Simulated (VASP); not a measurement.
# Fe (Fm-3m) in VASP: notebook

The runs below take Fe through single point, with r2SCAN.

Everything below comes from runs of VASP 6.6.1. Logs are shortened: lines on timing, memory, paths and dates and some standing lists are left out, and cuts for length are marked.

## (1) The cell of the first run

The structure is cubic, space group Fm-3m (No. 225). Conventional cell: a = 3.501 Å, b = 3.501 Å, c = 3.501 Å, α = 90.00°, β = 90.00°, γ = 90.00°. Within 3.3 Å of Fe (site symmetry m-3m) lie 12 Fe at 2.48 Å.

This isn't the form of Fe at room conditions, which is bcc.

## (2) Single point, r2SCAN, collinear spin, ferromagnetic start (10.72 Å³/atom)

POSCAR reads:

```
Fe
1.0
    0.0000000000      1.7502958503      1.7502958503
    1.7502958503      0.0000000000      1.7502958503
    1.7502958503      1.7502958503      0.0000000000
Fe
1
Direct
    0.0000000000      0.0000000000      0.0000000000
```

INCAR.step1 reads:

```
ALGO = Normal
EDIFF = 1E-4
ENCUT = 520
GGA = PE
ISMEAR = -1
ISPIN = 2
LASPH = True
LCHARG = False
LMAXMIX = 4
LREAL = False
LWAVE = True
MAGMOM = 2.936
NBANDS = 14
NELM = 150
PREC = Accurate
SIGMA = 0.05
```

INCAR.step2 reads:

```
ALGO = Normal
EDIFF = 1E-6
ENCUT = 520
ISIF = 2
ISMEAR = -1
ISPIN = 2
ISTART = 1
LASPH = True
LCHARG = True
LELF = True
LMAXMIX = 4
LMIXTAU = True
LORBIT = 11
LREAL = False
LVHAR = True
LWAVE = False
MAGMOM = 2.936
METAGGA = R2SCAN
NBANDS = 14
NELM = 150
PREC = Accurate
SIGMA = 0.05
```

KPOINTS reads:

```
k-points
0
Gamma
  17 17 17
```

Potentials or basis: VASP PAW PBE potentials, release 64 (Fe).

Started as:

```console
cat potpaw_PBE.64/Fe/POTCAR > POTCAR
cp INCAR.step1 INCAR
mpirun -np 1 vasp_std > vasp.out
cp INCAR.step2 INCAR
mpirun -np 1 vasp_std > vasp.out
```

OUTCAR:

```text
EDIFF = 1E-6
   ENCUT = 520
   ISIF = 2
   ISMEAR = -1
   ISPIN = 2
   ISTART = 1
   LASPH = True
   LORBIT = 11
   LREAL = False
   METAGGA = R2SCAN
   NELM = 150
   PREC = Accurate

 ion  position               nearest neighbor table
   1  0.000  0.000  0.000-

  LATTYP: Found a face centered cubic cell.
 ALAT       =     3.5005917006

  Lattice vectors:

 A1 = (   0.0000000000,   1.7502958503,   1.7502958503)
 A2 = (   1.7502958503,   0.0000000000,   1.7502958503)
 A3 = (   1.7502958503,   1.7502958503,   0.0000000000)

Analysis of symmetry for initial positions (statically):
=====================================================================
 Subroutine PRICEL returns:
 Original cell was already a primitive cell.

 Routine SETGRP: Setting up the symmetry group for a
 face centered cubic supercell.

 Subroutine GETGRP returns: Found 48 space group operations
 (whereof 48 operations were pure point group operations)
 out of a pool of 48 trial point group operations.

The static configuration has the point symmetry O_h .

Analysis of symmetry for dynamics (positions and initial velocities):
=====================================================================
 Subroutine PRICEL returns:
 Original cell was already a primitive cell.

 Routine SETGRP: Setting up the symmetry group for a
 face centered cubic supercell.

 Subroutine GETGRP returns: Found 48 space group operations
 (whereof 48 operations were pure point group operations)
 out of a pool of 48 trial point group operations.

The dynamic configuration has the point symmetry O_h .

Analysis of structural, dynamic, and magnetic symmetry:
=====================================================================
 Subroutine PRICEL returns:
 Original cell was already a primitive cell.

 Routine SETGRP: Setting up the symmetry group for a
 face centered cubic supercell.

 Subroutine GETGRP returns: Found 48 space group operations
 (whereof 48 operations were pure point group operations)
 out of a pool of 48 trial point group operations.

The overall configuration has the point symmetry O_h .

 Subroutine INISYM returns: Found 48 space group operations
 (whereof 48 operations are pure point group operations),
 and found     1 'primitive' translations

----------------------------------------------------------------------------------------

                                     Primitive cell

  volume of cell :      10.7242

  direct lattice vectors                    reciprocal lattice vectors
     0.000000000  1.750295850  1.750295850    -0.285665992  0.285665992  0.285665992
     1.750295850  0.000000000  1.750295850     0.285665992 -0.285665992  0.285665992
     1.750295850  1.750295850  0.000000000     0.285665992  0.285665992 -0.285665992

  length of vectors
     2.475292130  2.475292130  2.475292130     0.494788012  0.494788012  0.494788012

  position of ions in fractional coordinates (direct lattice)
     0.000000000  0.000000000  0.000000000

  ion indices of the primitive-cell ions
   primitive index   ion index
                 1           1

----------------------------------------------------------------------------------------

 KPOINTS: k-points

Automatic generation of k-mesh.
 Grid dimensions read from file:
 generate k-points for:   17   17   17

 Generating k-lattice:

  Cartesian coordinates                     Fractional coordinates (reciprocal lattice)
    -0.016803882  0.016803882  0.016803882     0.058823529  0.000000000  0.000000000
     0.016803882 -0.016803882  0.016803882     0.000000000  0.058823529  0.000000000
     0.016803882  0.016803882 -0.016803882     0.000000000  0.000000000  0.058823529

  Length of vectors
     0.029105177  0.029105177  0.029105177

  Shift w.r.t. Gamma in fractional coordinates (k-lattice)
     0.000000000  0.000000000  0.000000000

 Subroutine IBZKPT returns following result:
 ===========================================

 Found    165 irreducible k-points:

 Following reciprocal coordinates:
            Coordinates               Weight
  0.000000  0.000000  0.000000      1.000000
  0.058824  0.000000  0.000000      8.000000
  0.117647  0.000000  0.000000      8.000000
  0.176471  0.000000  0.000000      8.000000
  0.235294  0.000000  0.000000      8.000000
  0.294118  0.000000  0.000000      8.000000
[... 16 lines left out ...]
 -0.176471  0.058824  0.000000     24.000000
 -0.117647  0.058824  0.000000     24.000000
 [... further k-points ...]
   k-points           NKPTS =    165   k-points in BZ     NKDIM =    165   number of bands    NBANDS=     14
   number of dos      NEDOS =    301   number of ions     NIONS =      1
   total plane-waves  NPLWV =   5832
   dimension x,y,z NGX =    18 NGY =   18 NGZ =   18
   dimension x,y,z NGXF=    36 NGYF=   36 NGZF=   36
   ions per type =               1
   NGX,Y,Z   is equivalent  to a cutoff of  12.09, 12.09, 12.09 a.u.
   NGXF,Y,Z  is equivalent  to a cutoff of  24.18, 24.18, 24.18 a.u.
 SYSTEM =  unknown system
   PREC   = accura    normal or accurate (medium, high low for compatibility)
   ISTART =      1    job   : 0-new  1-cont  2-samecut
   ICHARG =      0    charge: 1-file 2-atom 10-const
   ISPIN  =      2    spin polarized calculation?
   LNONCOLLINEAR =      F non collinear calculations
   LSORBIT =      F    spin-orbit coupling
   LASPH  =      T    aspherical Exc in radial PAW
   ENCUT  =  520.0 eV  38.22 Ry    6.18 a.u.   4.60  4.60  4.60*2*pi/ulx,y,z
   NELM   =    150;   NELMIN=  2; NELMDL=  0     # of ELM steps
   EDIFF  = 0.1E-05   stopping-criterion for ELM
   LREAL  =      F    real-space projection
   EDIFFG = 0.1E-04   stopping-criterion for IOM
   NSW    =      0    number of steps for IOM
   IBRION =     -1    ionic relax: 0-MD 1-quasi-New 2-CG
   NFREE  =      0    steps in history (QN), initial steepest desc. (CG)
   ISIF   =      2    stress and relaxation
   ISYM   =      2    0-nonsym 1-usesym 2-fastsym
   POTIM  = 0.5000    time-step for ionic-motion
   TEBEG  =    0.0;   TEEND  =   0.0 temperature during run
   PSTRESS=    0.0 pullay stress
   NELECT =       8.0000    total number of electrons
   NUPDOWN=      -1.0000    fix difference up-down
   EMIN   =  10.00;   EMAX   =-10.00  energy-range for DOS
   EFERMI =   0.00;   METHOD = LEGACY
   ISMEAR =    -1;   SIGMA  =   0.05  broadening in eV -4-tet -1-fermi 0-gaus
   EFERMI_NEDOS =   21; number of points for ismear=-14 and -15
   IALGO  =     38    algorithm
   IMIX   =      4    mixing-type and parameters
     AMIX     =   0.40;   BMIX     =  1.00
     AMIX_MAG =   1.60;   BMIX_MAG =  1.00
  volume/ion in A,a.u.               =      10.72        72.37
  Fermi-wavevector in a.u.,A,eV,Ry     =   1.484739  2.805749 29.993350  2.204449
  Thomas-Fermi vector in A             =   2.598238
   LORBIT       =     11    0 simple, 1 ext, 2 COOP (PROOUT), +10 PAW based schemes
   METAGGA = R2SCAN    functional components
   LHFCALC =     F    Hartree Fock is set to
   AEXX    =    0.0000 exact exchange contribution
   IVDW    =     0    specifies the selected vdW correction
   LEPSILON=     F    determine dielectric tensor
   LRPA    =     F    only Hartree local field effects (RPA)
 spin polarized calculation
  energy-cutoff  :      520.00
  volume of cell :       10.72
 maximum number of plane-waves:       303
   NGX =  9   NGY =  9   NGZ =  9

 number of electron       7.9999999 magnetization       2.6708809

 Free energy of the ion-electron system (eV)
  ---------------------------------------------------
  ext. energy  EPLUGINS =         0.00000000
  ---------------------------------------------------
  free energy    TOTEN  =       -14.15685028 eV

  energy without entropy =      -14.15142755  energy(sigma->0) =      -14.15413891

 E-fermi :   6.7544     XC(G=0): -14.6036

 val. band max:        6.7257782221   @ k =  -0.2941   0.1176   0.0000
 cond. band min:       6.7580744516   @ k =   0.0588   0.0000   0.0000
 fundamental gap:      0.0322962295
 Fermi energy:         6.7544117699

 spin component 1

 k-point     1 :       0.0000    0.0000    0.0000
  band No.  band energies     occupation
      1      -2.6934      1.00000
      2       3.3577      1.00000
      3       3.3577      1.00000
      4       3.3577      1.00000
      5       4.5004      1.00000
      6       4.5004      1.00000
      7      30.3281      0.00000
      8      35.1966      0.00000
      9      35.1966      0.00000
     10      35.1968      0.00000
     11      38.1167      0.00000
     12      38.1167      0.00000
     13      38.1167      0.00000
     14      41.1595      0.00000
[... 375 lines left out ...]
 k-point    24 :      -0.1176    0.0588    0.0000
  band No.  band energies     occupation
      1      -1.7958      1.00000
      2       3.0959      1.00000
      3       3.5677      1.00000
      4       3.5681      1.00000
      5       4.3188      1.00000
      6       4.5784      1.00000
      7      27.7672      0.00000
      8      30.3452      0.00000
      9      33.7061      0.00000
     10      35.7761      0.00000
     11      37.7897      0.00000
     12      38.6539      0.00000
     13      42.1850      0.00000
     14      43.2882      0.00000

 [... further k-points ...]

 spin component 2

 k-point     1 :       0.0000    0.0000    0.0000
  band No.  band energies     occupation
      1      -3.1031      1.00000
      2       6.7119      0.70071
      3       6.7119      0.70044
      4       6.7119      0.70041
      5       8.9527      0.00000
      6       8.9527      0.00000
      7      29.5518      0.00000
      8      36.1703      0.00000
      9      36.1704      0.00000
     10      36.1705      0.00000
     11      39.6847      0.00000
     12      39.6847      0.00000
     13      39.6848      0.00000
     14      40.6442      0.00000
[... 375 lines left out ...]
 k-point    24 :      -0.1176    0.0588    0.0000
  band No.  band energies     occupation
      1      -2.1657      1.00000
      2       6.2549      0.99995
      3       6.9713      0.01290
      4       6.9714      0.01286
      5       8.6778      0.00000
      6       8.9765      0.00000
      7      28.2234      0.00000
      8      30.7810      0.00000
      9      34.5335      0.00000
     10      36.8636      0.00000
     11      38.4697      0.00000
     12      40.0608      0.00000
     13      43.0758      0.00000
     14      45.7844      0.00000

 [... further k-points ...]

------------------------ aborting loop because EDIFF is reached ----------------------------------------

  FORCE on cell =-STRESS in cart. coord.  units (eV):
  Direction    XX          YY          ZZ          XY          YZ          ZX
  --------------------------------------------------------------------------------------
  -------------------------------------------------------------------------------------
  Total        1.8210701      1.8210701      1.8210701      0.0000000      0.0000000     -0.0000000
  in kB      272.0651119    272.0651119    272.0651119      0.0000000      0.0000000     -0.0000000
  external PRESSURE =     272.0651119 kB  Pullay stress =       0.0000000 kB

 VOLUME and BASIS-vectors are now :
 -----------------------------------------------------------------------------
  energy-cutoff  :      520.00
  volume of cell :       10.72
      direct lattice vectors                 reciprocal lattice vectors
     0.000000000  1.750295850  1.750295850    -0.285665992  0.285665992  0.285665992
     1.750295850  0.000000000  1.750295850     0.285665992 -0.285665992  0.285665992
     1.750295850  1.750295850  0.000000000     0.285665992  0.285665992 -0.285665992

 POSITION                                       TOTAL-FORCE (eV/Angst)
 -----------------------------------------------------------------------------------
      0.00000      0.00000      0.00000        -0.000000     -0.000000     -0.000000
 -----------------------------------------------------------------------------------
    total drift:                                0.000000      0.000000      0.000000

  FREE ENERGIE OF THE ION-ELECTRON SYSTEM (eV)
  ---------------------------------------------------
  free  energy   TOTEN  =       -14.1568502751 eV

  energy  without entropy=      -14.1514275468  energy(sigma->0) =      -14.15413891

 total charge

# of ion       s       p       d       tot
------------------------------------------
    1        0.531   0.634   6.242   7.408

 magnetization (x)

# of ion       s       p       d       tot
------------------------------------------
    1       -0.013  -0.092   2.798   2.693
```

Wall time 3.8 min (1 thread of Intel Xeon Platinum 8488C (Sapphire Rapids), shared host); peak memory 0.16 GiB.

Results:

```yaml
Free_energy: -14.1569 eV
Pressure: 27.2 GPa
Net_moment: 2.67 μB per cell
Site_moments: Fe +2.69 μB
Valence_electrons_inside_the_program's_atomic_spheres: Fe 7.41
```

Caveat: the cell stands under pressure; the PAW data sets were made with another functional, which shifts forces and pressure a little.

## (3) Single point, r2SCAN, collinear spin, ferromagnetic start (11.70 Å³/atom)

This run uses another cell than the first one, of 11.70 Å³/atom.

POSCAR reads:

```
Fe
1.0
    0.0000000000      1.8018044289      1.8018044289
    1.8018044289      0.0000000000      1.8018044289
    1.8018044289      1.8018044289      0.0000000000
Fe
1
Direct
    0.0000000000      0.0000000000      0.0000000000
```

INCAR.step1 is that of step 2.

INCAR.step2, as its differences from that of step 2:

```diff
@@ -1,3 +1,3 @@
 ALGO = Normal
-EDIFF = 1E-6
+EDIFF = 1E-7
 ENCUT = 520
```

KPOINTS is that of step 2.

Potentials or basis: VASP PAW PBE potentials, release 64 (Fe).

Started as:

```console
cat potpaw_PBE.64/Fe/POTCAR > POTCAR
cp INCAR.step1 INCAR
mpirun -np 1 vasp_std > vasp.out
cp INCAR.step2 INCAR
mpirun -np 1 vasp_std > vasp.out
```

It took 3.5 min on 1 thread of Intel Xeon Platinum 8488C (Sapphire Rapids), shared host; peak memory 0.17 GiB.

It converged, with:

| Item | Value |
| --- | --- |
| Free energy | -14.2505 eV |
| Pressure | 5.9 GPa |
| Net moment | 2.76 μB per cell |
| Site moments | Fe +2.80 μB |
| Valence electrons inside the program's atomic spheres | Fe 7.21 |

Levels at points of the mesh, in eV from the Fermi level:
Spin up:
```csv
k point,band 3,band 4,band 5,band 6,band 7,band 8
"(0.00, 0.00, 0.00)",-3.44,-3.44,-2.48,-2.48,22.71,26.92
```
Spin down:
```
           k point  band 1  band 2  band 3  band 4  band 5  band 6
(0.00, 0.00, 0.00)   -9.50    0.03    0.03    0.03    2.09    2.09
```

Caveat: the cell stands under pressure; the PAW data sets were made with another functional, which shifts forces and pressure a little.

## (4) Single point, r2SCAN, collinear spin, ferromagnetic start (12.19 Å³/atom)

This run uses another cell than the first one, of 12.19 Å³/atom.

POSCAR reads:

```
Fe
1.0
    0.0000000000      1.8264897489      1.8264897489
    1.8264897489      0.0000000000      1.8264897489
    1.8264897489      1.8264897489      0.0000000000
Fe
1
Direct
    0.0000000000      0.0000000000      0.0000000000
```

INCAR.step1 is that of step 3.

INCAR.step2 reads:

```
ALGO = Normal
EDIFF = 1E-6
ENCUT = 520
ISIF = 2
ISMEAR = -1
ISPIN = 2
ISTART = 1
LASPH = True
LCHARG = False
LMAXMIX = 4
LMIXTAU = True
LORBIT = 11
LREAL = False
LWAVE = False
MAGMOM = 2.936
METAGGA = R2SCAN
NBANDS = 14
NELM = 150
PREC = Accurate
SIGMA = 0.05
```

KPOINTS is that of step 3.

Started as:

```console
cat potpaw_PBE.64/Fe/POTCAR > POTCAR
cp INCAR.step1 INCAR
mpirun -np 1 vasp_std > vasp.out
cp INCAR.step2 INCAR
mpirun -np 1 vasp_std > vasp.out
```

It took 2.8 min on 1 thread of Intel Xeon Platinum 8488C (Sapphire Rapids), shared host; peak memory 0.16 GiB.

Results (log left out):

- Free energy: -14.2583 eV
- Pressure: -0.7 GPa
- Net moment: 2.83 μB per cell
- Site moments: Fe +2.88 μB
- Valence electrons inside the program's atomic spheres: Fe 7.13

Levels at points of the mesh, in eV from the Fermi level:
Spin up:
```
           k point  band 1  band 2  band 3  band 4  band 5  band 6  band 7  band 8  band 9  band 10
(0.00, 0.00, 0.00)   -8.88   -3.48   -3.48   -3.48   -2.60   -2.60   22.31   26.21   26.21    26.21
```
Spin down:
| k point | band 1 | band 2 | band 3 | band 4 | band 5 | band 6 |
| --- | --- | --- | --- | --- | --- | --- |
| (0.00, 0.00, 0.00) | -9.32 | 0.07 | 0.07 | 0.07 | 2.06 | 2.06 |

Caveat: the PAW data sets were made with another functional, which shifts forces and pressure a little.

(Part 1 of 2 ends here.)
